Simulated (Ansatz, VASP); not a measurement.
**Ti in VASP and in Ansatz**

```xyz
3
Lattice="4.6443 0.0000 0.0000 -2.3221 4.0221 0.0000 0.0000 0.0000 2.7599" Properties=species:S:1:pos:R:3 pbc="T T T"
Ti    1.6011    0.0000    0.9200
Ti   -0.8006    1.3866    1.8399
Ti    1.5216    2.6354    0.0000
```

Alike in both runs: task relaxation of cell and atoms; functional r2SCAN; k mesh 6 × 6 × 6; occupations gaussian, width 0.1 eV; no spin polarisation.

```csv
,VASP,Ansatz
version,VASP 6.6.1,Ansatz 0.2.0
potentials or method,"VASP PAW PBE potentials, release 64 (Ti_sv), cutoff 600 eV","scalar-relativistic, plane waves, PAW"
valence electrons in the cell,36,36
```

|  | VASP | Ansatz | Ansatz less VASP |
| --- | --- | --- | --- |
| gap on the k mesh at the Fermi level, each at its own relaxed structure (eV) | none | none | - |
| relaxed volume (Å³/atom) | 17.31 | 17.26 | -0.050 |
| relaxed cell length with the largest relative difference (Å) | 4.654 | 4.647 | -0.0069 |

VASP's potentials were made for PBE, not for r2SCAN. A gap of «none» marks a metal or a gap that the smearing closes.

The k mesh is coarse, so the values compare programs but aren't converged.
